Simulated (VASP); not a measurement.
Wanted: the native input for a VASP 6.6.1 run.

| Item | Value |
| --- | --- |
| Task | single point |
| Functional | PBE |
| Potentials or basis | VASP PAW PBE potentials, release 64 (Al, Pd) |
| Cutoff | 520 eV |
| k mesh | 6 × 6 × 4 |
| Occupations | gaussian, width 0.1 eV |
| Spin | no spin polarisation |
| Dipole correction | no |
| Further INCAR settings | ALGO = Normal; EDIFF = 1e-06; NBANDS = 18 |

The structure of Al3Pd lies in POSCAR:

```
Al3Pd
1.0
    4.4553824152      0.0000000000      0.0000000000
   -2.2276912076      3.8584743552      0.0000000000
    0.0000000000      0.0000000000      4.8867474755
Al Pd
3 1
Direct
    0.3333333333      0.6666666667      0.0000000000
    0.6666666667      0.3333333333      0.0000000000
    0.0000000000      0.0000000000      0.5000000000
    0.0000000000      0.0000000000      0.0000000000
```

The cell was generated, and may not be a known phase.

The input as run:

INCAR

```
PREC = Accurate
ENCUT = 520
EDIFF = 1E-6
ISMEAR = 0
SIGMA = 0.1
LREAL = F
LASPH = T
NELM = 100
ALGO = Normal
ISIF = 2
LWAVE = F
LCHARG = F
GGA = PE
NBANDS = 18
```

KPOINTS

```
regular mesh
0
Gamma
  6 6 4
```

Potentials or basis: VASP PAW PBE potentials, release 64 (Al, Pd).

The run is started by

```console
$ cat potpaw_PBE.64/Al/POTCAR potpaw_PBE.64/Pd/POTCAR > POTCAR
$ mpirun -np 1 vasp_std > vasp.out
```

Results of the run:

The pressure is 0.1 GPa. The band gap on the k mesh is zero (an odd number of electrons rules out a gap without spin polarisation).

Wall time 61 s on 1 thread of AMD EPYC 7R13, on a shared host, peak memory 0.18 GiB.
